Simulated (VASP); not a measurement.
## AgBr: single point with BLYP

AgBr:

```
Ag Br
1.0
     0.00000    2.87015    2.87015
     2.87015    0.00000    2.87015
     2.87015    2.87015    0.00000
Ag Br
1 1
Direct
  0.00000 0.00000 0.00000
  0.50000 0.50000 0.50000
```

```yaml
Program: VASP 6.6.1
Task: single point
Functional: BLYP
Potentials_or_basis: VASP PAW PBE potentials, release 64 (Ag, Br)
Cutoff: 500 eV
k_mesh: 8 × 8 × 8
Occupations: fermi-dirac, width 0.05 eV
Spin: no spin polarisation
Dipole_correction: no
Further_INCAR_settings: ALGO = Normal; EDIFF = 1e-06; NBANDS = 16
```

```yaml
Pressure: 6.2 GPa
Band_gap_on_the_k_mesh: 0.75 eV, indirect (least direct gap 2.65 eV)
```

Levels at points of the mesh, in eV from the valence-band top:
```tsv
k point	band 7	band 8	band 9	band 10	band 11	band 12
(0.00, 0.00, 0.00)	-1.90	-1.90	-1.90	0.75	10.11	10.11
(0.50, 0.00, 0.00)	-2.18	0.00	0.00	3.95	6.51	6.85
(0.50, 0.50, 0.00)	-2.43	-2.43	-2.32	1.58	7.35	9.24
```

Wall time 28 s on 1 thread of Intel(R) Xeon(R) Platinum 8488C (Sapphire Rapids) (shared host), peak memory 0.18 GiB.

Caveat: the PAW data sets were made with another functional, which shifts forces and pressure a little. A hybrid or GW would open this gap; BLYP tends to underestimate it.
